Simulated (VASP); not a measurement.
# TiO2 (P4_2/mnm) in VASP: a series of runs

TiO2 is run at these levels: PBE, r2SCAN; tasks: single point.

Everything below comes from runs of VASP 6.6.1. Logs are shortened: lines on timing, memory, paths and dates and some standing lists are left out, and cuts for length are marked.

**1. The cell of the first run**

The structure is tetragonal, space group P4_2/mnm (No. 136). Conventional cell: a = 4.735 Å, b = 4.735 Å, c = 2.905 Å, α = 90.00°, β = 90.00°, γ = 90.00°. Ti (site symmetry mmm) has 6 O at 1.94 to 2.05 Å within 2.6 Å. O (site symmetry m2m) has 3 Ti at 1.94 to 2.05 Å and 1 O at 2.59 Å within 2.6 Å.

**2. Single point, PBE (epitaxial xy strain +3.0%)**

Contents of INCAR:

```
PREC = Accurate
ENCUT = 520
EDIFF = 1E-6
ISMEAR = -1
SIGMA = 0.02
LREAL = F
LASPH = T
NELM = 60
ALGO = Normal
ISIF = 2
LWAVE = F
LCHARG = F
GGA = PE
NBANDS = 33
```

Contents of KPOINTS:

```
regular mesh
0
Gamma
  6 6 8
```

Contents of POSCAR:

```
TiO2
1.0
    4.7347590988      0.0000000000      0.0000000000
    0.0000000000      4.7347590988      0.0000000000
    0.0000000000      0.0000000000      2.9049116111
Ti O
2 4
Direct
    0.0000000000      0.0000000000      0.0000000000
    0.5000000000      0.5000000000      0.5000000000
    0.3068151293      0.3068151293      0.0000000000
    0.1931848707      0.8068151293      0.5000000000
    0.8068151293      0.1931848707      0.5000000000
    0.6931848707      0.6931848707      0.0000000000
```

Potentials or basis: VASP PAW PBE potentials, release 64 (Ti_sv, O).

Command:

```console
cat potpaw_PBE.64/Ti_sv/POTCAR potpaw_PBE.64/O/POTCAR > POTCAR
mpirun -np 1 vasp_std > vasp.out
```

OUTCAR:

```text
PREC = Accurate
   ENCUT = 520
   EDIFF = 1E-6
   ISMEAR = -1
   LREAL = F
   LASPH = T
   NELM = 60
   ISIF = 2
   GGA = PE

 ion  position               nearest neighbor table
   1  0.000  0.000  0.000-   4 1.94   5 1.94   4 1.94   5 1.94   3 2.05   6 2.05
   2  0.500  0.500  0.500-   3 1.94   6 1.94   3 1.94   6 1.94   5 2.05   4 2.05
   3  0.307  0.307  0.000-   2 1.94   2 1.94   1 2.05
   4  0.193  0.807  0.500-   1 1.94   1 1.94   2 2.05
   5  0.807  0.193  0.500-   1 1.94   1 1.94   2 2.05
   6  0.693  0.693  0.000-   2 1.94   2 1.94   1 2.05

  LATTYP: Found a simple tetragonal cell.
 ALAT       =     4.7347590988
 C/A-ratio  =     0.6135289147

  Lattice vectors:

 A1 = (   4.7347590988,   0.0000000000,   0.0000000000)
 A2 = (   0.0000000000,   4.7347590988,   0.0000000000)
 A3 = (   0.0000000000,   0.0000000000,   2.9049116111)

Analysis of symmetry for initial positions (statically):
=====================================================================
 Subroutine PRICEL returns:
 Original cell was already a primitive cell.

 Routine SETGRP: Setting up the symmetry group for a
 simple tetragonal supercell.

 Subroutine GETGRP returns: Found 16 space group operations
 (whereof  8 operations were pure point group operations)
 out of a pool of 16 trial point group operations.

The static configuration has the point symmetry D_2h.
 The point group associated with its full space group is D_4h.

Analysis of symmetry for dynamics (positions and initial velocities):
=====================================================================
 Subroutine PRICEL returns:
 Original cell was already a primitive cell.

 Routine SETGRP: Setting up the symmetry group for a
 simple tetragonal supercell.

 Subroutine GETGRP returns: Found 16 space group operations
 (whereof  8 operations were pure point group operations)
 out of a pool of 16 trial point group operations.

The dynamic configuration has the point symmetry D_2h.
 The point group associated with its full space group is D_4h.

 Subroutine INISYM returns: Found 16 space group operations
 (whereof  8 operations are pure point group operations),
 and found     1 'primitive' translations

----------------------------------------------------------------------------------------

                                     Primitive cell

  volume of cell :      65.1221

  direct lattice vectors                    reciprocal lattice vectors
     4.734759099  0.000000000  0.000000000     0.211203987  0.000000000  0.000000000
     0.000000000  4.734759099  0.000000000     0.000000000  0.211203987  0.000000000
     0.000000000  0.000000000  2.904911611     0.000000000  0.000000000  0.344244553

  length of vectors
     4.734759099  4.734759099  2.904911611     0.211203987  0.211203987  0.344244553

  position of ions in fractional coordinates (direct lattice)
     0.000000000  0.000000000  0.000000000
     0.500000000  0.500000000  0.500000000
     0.306815129  0.306815129  0.000000000
     0.193184871  0.806815129  0.500000000
     0.806815129  0.193184871  0.500000000
     0.693184871  0.693184871  0.000000000

  ion indices of the primitive-cell ions
   primitive index   ion index
                 1           1
                 2           2
                 3           3
                 4           4
                 5           5
                 6           6

----------------------------------------------------------------------------------------

 KPOINTS: regular mesh

Automatic generation of k-mesh.
 Grid dimensions read from file:
 generate k-points for:    6    6    8

 Generating k-lattice:

  Cartesian coordinates                     Fractional coordinates (reciprocal lattice)
     0.035200665  0.000000000  0.000000000     0.166666667  0.000000000  0.000000000
     0.000000000  0.035200665  0.000000000     0.000000000  0.166666667  0.000000000
     0.000000000  0.000000000  0.043030569     0.000000000  0.000000000  0.125000000

  Length of vectors
     0.035200665  0.035200665  0.043030569

  Shift w.r.t. Gamma in fractional coordinates (k-lattice)
     0.000000000  0.000000000  0.000000000

 Subroutine IBZKPT returns following result:
 ===========================================

 Found     50 irreducible k-points:

 Following reciprocal coordinates:
            Coordinates               Weight
  0.000000  0.000000  0.000000      1.000000
  0.166667  0.000000  0.000000      4.000000
  0.333333  0.000000  0.000000      4.000000
  0.500000  0.000000  0.000000      2.000000
  0.166667  0.166667  0.000000      4.000000
  0.333333  0.166667  0.000000      8.000000
[... 16 lines left out ...]
  0.333333  0.000000  0.250000      8.000000
  0.500000  0.000000  0.250000      4.000000
 [... further k-points ...]
   k-points           NKPTS =     50   k-points in BZ     NKDIM =     50   number of bands    NBANDS=     33
   number of dos      NEDOS =    301   number of ions     NIONS =      6
   total plane-waves  NPLWV =  31104
   dimension x,y,z NGX =    36 NGY =   36 NGZ =   24
   dimension x,y,z NGXF=    72 NGYF=   72 NGZF=   48
   ions per type =               2   4
   NGX,Y,Z   is equivalent  to a cutoff of  12.64, 12.64, 13.74 a.u.
   NGXF,Y,Z  is equivalent  to a cutoff of  25.28, 25.28, 27.47 a.u.
 SYSTEM =  unknown system
   PREC   = accura    normal or accurate (medium, high low for compatibility)
   ISTART =      0    job   : 0-new  1-cont  2-samecut
   ICHARG =      2    charge: 1-file 2-atom 10-const
   ISPIN  =      1    spin polarized calculation?
   LNONCOLLINEAR =      F non collinear calculations
   LSORBIT =      F    spin-orbit coupling
   LASPH  =      T    aspherical Exc in radial PAW
   ENCUT  =  520.0 eV  38.22 Ry    6.18 a.u.   8.80  8.80  5.40*2*pi/ulx,y,z
   NELM   =     60;   NELMIN=  2; NELMDL= -5     # of ELM steps
   EDIFF  = 0.1E-05   stopping-criterion for ELM
   LREAL  =      F    real-space projection
   EDIFFG = 0.1E-04   stopping-criterion for IOM
   NSW    =      0    number of steps for IOM
   IBRION =     -1    ionic relax: 0-MD 1-quasi-New 2-CG
   NFREE  =      0    steps in history (QN), initial steepest desc. (CG)
   ISIF   =      2    stress and relaxation
   ISYM   =      2    0-nonsym 1-usesym 2-fastsym
   POTIM  = 0.5000    time-step for ionic-motion
   TEBEG  =    0.0;   TEEND  =   0.0 temperature during run
   PSTRESS=    0.0 pullay stress
   NELECT =      48.0000    total number of electrons
   NUPDOWN=      -1.0000    fix difference up-down
   EMIN   =  10.00;   EMAX   =-10.00  energy-range for DOS
   EFERMI =   0.00;   METHOD = LEGACY
   ISMEAR =    -1;   SIGMA  =   0.02  broadening in eV -4-tet -1-fermi 0-gaus
   EFERMI_NEDOS =   21; number of points for ismear=-14 and -15
   IALGO  =     38    algorithm
   IMIX   =      4    mixing-type and parameters
     AMIX     =   0.40;   BMIX     =  1.00
     AMIX_MAG =   1.60;   BMIX_MAG =  1.00
  volume/ion in A,a.u.               =      10.85        73.24
  Fermi-wavevector in a.u.,A,eV,Ry     =   1.478810  2.794545 29.754291  2.186879
  Thomas-Fermi vector in A             =   2.593045
   LORBIT       =      0    0 simple, 1 ext, 2 COOP (PROOUT), +10 PAW based schemes
   GGA     = PE    functional components
   LHFCALC =     F    Hartree Fock is set to
   AEXX    =    0.0000 exact exchange contribution
   IVDW    =     0    specifies the selected vdW correction
   LEPSILON=     F    determine dielectric tensor
   LRPA    =     F    only Hartree local field effects (RPA)
 non-spin polarized calculation
  energy-cutoff  :      520.00
  volume of cell :       65.12
 maximum number of plane-waves:      1795
 NGX is ok and might be reduce to    36
   NGX = 17   NGY = 17   NGZ = 11

 number of electron      47.9999998 magnetization

 Free energy of the ion-electron system (eV)
  ---------------------------------------------------
  ext. energy  EPLUGINS =         0.00000000
  ---------------------------------------------------
  free energy    TOTEN  =       -53.62012259 eV

  energy without entropy =      -53.62012259  energy(sigma->0) =      -53.62012259

 E-fermi :   4.6847     XC(G=0): -11.1637

 val. band max:        4.1773170128   @ k =   0.0000   0.0000   0.0000
 cond. band min:       6.1339826653   @ k =   0.0000   0.0000   0.0000
 fundamental gap:      1.9566656525
 Fermi energy:         4.6846745660

 k-point     1 :       0.0000    0.0000    0.0000
  band No.  band energies     occupation
      1     -52.5981      2.00000
      2     -52.5858      2.00000
      3     -28.8752      2.00000
      4     -28.8752      2.00000
      5     -28.7380      2.00000
      6     -28.7380      2.00000
[... 25 lines left out ...]
     32      10.8623      0.00000
     33      10.8646      0.00000

 k-point     2 :       0.1667    0.0000    0.0000
  band No.  band energies     occupation
      1     -52.5973      2.00000
      2     -52.5866      2.00000
      3     -28.8684      2.00000
      4     -28.8680      2.00000
      5     -28.7459      2.00000
      6     -28.7454      2.00000
[... 25 lines left out ...]
     32      10.8034      0.00000
     33      10.8278      0.00000

 k-point     3 :       0.3333    0.0000    0.0000
  band No.  band energies     occupation
      1     -52.5950      2.00000
      2     -52.5889      2.00000
      3     -28.8514      2.00000
      4     -28.8502      2.00000
      5     -28.7650      2.00000
      6     -28.7637      2.00000
[... 25 lines left out ...]
     32      10.6661      0.00000
     33      10.7128      0.00000

 k-point     4 :       0.5000    0.0000    0.0000
  band No.  band energies     occupation
      1     -52.5919      2.00000
      2     -52.5919      2.00000
      3     -28.8383      2.00000
      4     -28.8383      2.00000
      5     -28.7775      2.00000
      6     -28.7775      2.00000
[... 25 lines left out ...]
     32       9.9415      0.00000
     33      10.5998      0.00000

 k-point     5 :       0.1667    0.1667    0.0000
  band No.  band energies     occupation
      1     -52.5966      2.00000
      2     -52.5873      2.00000
      3     -28.8773      2.00000
      4     -28.8492      2.00000
      5     -28.7655      2.00000
      6     -28.7367      2.00000
[... 604 lines left out ...]
 k-point    22 :       0.1667    0.0000    0.2500
  band No.  band energies     occupation
      1     -52.5716      2.00000
      2     -52.5641      2.00000
      3     -28.9170      2.00000
      4     -28.9040      2.00000
      5     -28.8060      2.00000
      6     -28.8046      2.00000
[... 25 lines left out ...]
     32       9.9263      0.00000
     33      10.3813      0.00000

 k-point    23 :       0.3333    0.0000    0.2500
  band No.  band energies     occupation
      1     -52.5700      2.00000
      2     -52.5656      2.00000
      3     -28.9188      2.00000
      4     -28.9107      2.00000
      5     -28.7910      2.00000
      6     -28.7877      2.00000
[... 25 lines left out ...]
     32       9.4583      0.00000
     33      10.4700      0.00000

 k-point    24 :       0.5000    0.0000    0.2500
  band No.  band energies     occupation
      1     -52.5678      2.00000
      2     -52.5678      2.00000
      3     -28.9167      2.00000
      4     -28.9167      2.00000
      5     -28.7774      2.00000
      6     -28.7774      2.00000
[... 25 lines left out ...]
     32       9.2343      0.00000
     33      10.7582      0.00000

 [... further k-points ...]

------------------------ aborting loop because EDIFF is reached ----------------------------------------

  FORCE on cell =-STRESS in cart. coord.  units (eV):
  Direction    XX          YY          ZZ          XY          YZ          ZX
  --------------------------------------------------------------------------------------
  -------------------------------------------------------------------------------------
  Total       -1.6876001     -1.6876001      2.2379023      0.0000000      0.0000000      0.0000000
  in kB      -41.5194343    -41.5194343     55.0583267      0.0000000      0.0000000      0.0000000
  external PRESSURE =      -9.3268473 kB  Pullay stress =       0.0000000 kB

 VOLUME and BASIS-vectors are now :
 -----------------------------------------------------------------------------
  energy-cutoff  :      520.00
  volume of cell :       65.12
      direct lattice vectors                 reciprocal lattice vectors
     4.734759099  0.000000000  0.000000000     0.211203987  0.000000000  0.000000000
     0.000000000  4.734759099  0.000000000     0.000000000  0.211203987  0.000000000
     0.000000000  0.000000000  2.904911611     0.000000000  0.000000000  0.344244553

 POSITION                                       TOTAL-FORCE (eV/Angst)
 -----------------------------------------------------------------------------------
      0.00000      0.00000      0.00000        -0.000000      0.000000      0.000000
      2.36738      2.36738      1.45246        -0.000000      0.000000      0.000000
      1.45270      1.45270      0.00000        -0.087708     -0.087708      0.000000
      0.91468      3.82008      1.45246         0.087708     -0.087708      0.000000
      3.82008      0.91468      1.45246        -0.087708      0.087708     -0.000000
      3.28206      3.28206      0.00000         0.087708      0.087708     -0.000000
 -----------------------------------------------------------------------------------
    total drift:                                0.000000      0.000000      0.000000

  FREE ENERGIE OF THE ION-ELECTRON SYSTEM (eV)
  ---------------------------------------------------
  free  energy   TOTEN  =       -53.6201225898 eV

  energy  without entropy=      -53.6201225898  energy(sigma->0) =      -53.62012259
```

It took 76 s on 1 thread of AMD EPYC 7R13 (Zen 3), shared host; peak memory 0.19 GiB.

Results:

| Item | Value |
| --- | --- |
| Free energy | -53.6201 eV |
| Pressure | -0.9 GPa |
| Largest force | 0.124 eV/Å |
| Band gap on the k mesh | 1.96 eV, direct |

Forces in eV/Å, atoms in the order of the input:
```
Ti   0.000  0.000  0.000
Ti   0.000  0.000  0.000
O   -0.088 -0.088  0.000
O    0.088 -0.088  0.000
O   -0.088  0.088  0.000
O    0.088  0.088  0.000
```

Levels at points of the mesh, in eV from the valence-band top:
```csv
k point,band 20,band 21,band 22,band 23,band 24,band 25,band 26,band 27,band 28,band 29
"(0.00, 0.00, 0.00)",-1.48,-0.42,-0.32,-0.32,0.00,1.96,2.23,2.71,2.71,2.71
"(0.50, 0.00, 0.00)",-2.75,-1.17,-1.17,-0.61,-0.61,2.60,2.60,3.10,3.10,3.72
"(0.50, 0.50, 0.00)",-2.01,-0.92,-0.92,-0.90,-0.90,1.98,1.98,2.72,2.72,3.95
"(0.00, 0.00, 0.50)",-2.72,-1.88,-1.88,-1.31,-1.31,2.93,2.93,3.53,3.53,3.67
"(0.50, 0.00, 0.50)",-2.13,-1.88,-1.88,-0.83,-0.83,2.03,2.03,3.53,3.53,3.89
"(0.50, 0.50, 0.50)",-2.70,-0.99,-0.99,-0.62,-0.62,2.63,2.63,3.28,3.28,3.56
```

Caveat: the cell differs from its parent crystal (epitaxial xy strain +3.0%). A k mesh can miss the band edges.

**3. Single point, r2SCAN (epitaxial xy strain -4.0%)**

Contents of POSCAR:

```
TiO2
1.0
    4.4129793542      0.0000000000      0.0000000000
    0.0000000000      4.4129793542      0.0000000000
    0.0000000000      0.0000000000      3.0440756372
Ti O
2 4
Direct
    0.0000000000      0.0000000000      0.0000000000
    0.5000000000      0.5000000000      0.5000000000
    0.3042568738      0.3042568738      0.0000000000
    0.1957431262      0.8042568738      0.5000000000
    0.8042568738      0.1957431262      0.5000000000
    0.6957431262      0.6957431262      0.0000000000
```

Contents of INCAR.step1:

```
SYSTEM = TiO2
PREC     = Accurate       ! precision mode
ENCUT    = 520            ! plane-wave cutoff, eV
ISMEAR   = 0              ! smearing method
SIGMA    = 0.01           ! smearing width, eV
LREAL    = .False.        ! projectors in reciprocal space
LASPH    = .True.         ! aspherical terms in the spheres
NELM     = 100            ! most SCF steps
NBANDS   = 33             ! bands
GGA      = PE             ! functional
ALGO     = Normal         ! electronic algorithm
EDIFF    = 1E-4           ! SCF threshold, eV
LWAVE    = .True.         ! write WAVECAR
LCHARG   = .False.        ! write CHGCAR
```

Contents of INCAR.step2:

```
SYSTEM = TiO2
PREC     = Accurate       ! precision mode
ENCUT    = 520            ! plane-wave cutoff, eV
EDIFF    = 1E-7           ! SCF threshold, eV
ISMEAR   = 0              ! smearing method
SIGMA    = 0.01           ! smearing width, eV
LREAL    = .False.        ! projectors in reciprocal space
LASPH    = .True.         ! aspherical terms in the spheres
NELM     = 100            ! most SCF steps
ALGO     = Normal         ! electronic algorithm
ISIF     = 2              ! what is computed and relaxed
LWAVE    = .False.        ! write WAVECAR
LCHARG   = .False.        ! write CHGCAR
METAGGA  = R2SCAN         ! meta-GGA
LMIXTAU  = .True.       
NBANDS   = 33             ! bands
ISTART   = 1
```

Contents of KPOINTS:

```
Automatic mesh
0
Gamma
  6 6 8
  0 0 0
```

Potentials or basis: VASP PAW PBE potentials, release 64 (Ti_sv, O).

Command:

```console
cat potpaw_PBE.64/Ti_sv/POTCAR potpaw_PBE.64/O/POTCAR > POTCAR
cp INCAR.step1 INCAR
mpirun -np 1 vasp_std > vasp.out
cp INCAR.step2 INCAR
mpirun -np 1 vasp_std > vasp.out
```

It took 4.8 min on 1 thread of AMD EPYC 7R13 (Zen 3), shared host; peak memory 0.19 GiB.

The run converged. Its results:

- Free energy: -69.5133 eV
- Pressure: 13.0 GPa
- Band gap on the k mesh: 2.32 eV, direct

Forces on the atoms (eV/Å):
```
Ti   0.000  0.000  0.000
Ti   0.000  0.000  0.000
O    0.002  0.002  0.000
O   -0.002  0.002  0.000
O    0.002 -0.002  0.000
O   -0.002 -0.002  0.000
```

Stress tensor (GPa, compression positive):
```
18.71  0.00  0.00
 0.00 18.71  0.00
 0.00  0.00  1.71
```

Levels at points of the mesh, in eV from the valence-band top:
| k point | band 20 | band 21 | band 22 | band 23 | band 24 | band 25 | band 26 | band 27 | band 28 | band 29 |
| --- | --- | --- | --- | --- | --- | --- | --- | --- | --- | --- |
| (0.00, 0.00, 0.00) | -2.56 | -0.94 | -0.41 | -0.41 | 0.00 | 2.32 | 2.75 | 2.78 | 2.83 | 2.83 |
| (0.50, 0.00, 0.00) | -3.23 | -2.15 | -2.15 | -0.82 | -0.82 | 3.09 | 3.09 | 3.55 | 3.55 | 3.99 |
| (0.50, 0.50, 0.00) | -2.22 | -1.72 | -1.72 | -1.01 | -1.01 | 2.43 | 2.43 | 2.87 | 2.87 | 4.26 |
| (0.00, 0.00, 0.50) | -2.87 | -2.55 | -2.55 | -1.44 | -1.44 | 3.25 | 3.25 | 3.62 | 3.62 | 4.31 |
| (0.50, 0.00, 0.50) | -2.61 | -2.14 | -2.14 | -1.16 | -1.16 | 2.39 | 2.39 | 3.32 | 3.32 | 4.55 |
| (0.50, 0.50, 0.50) | -2.51 | -1.48 | -1.48 | -0.64 | -0.64 | 3.14 | 3.14 | 3.32 | 3.32 | 3.81 |

Caveat: the cell differs from its parent crystal (epitaxial xy strain -4.0%); the PAW data sets were made with another functional, which shifts forces and pressure a little. A k mesh can miss the band edges.

[end of part 1 of 2]
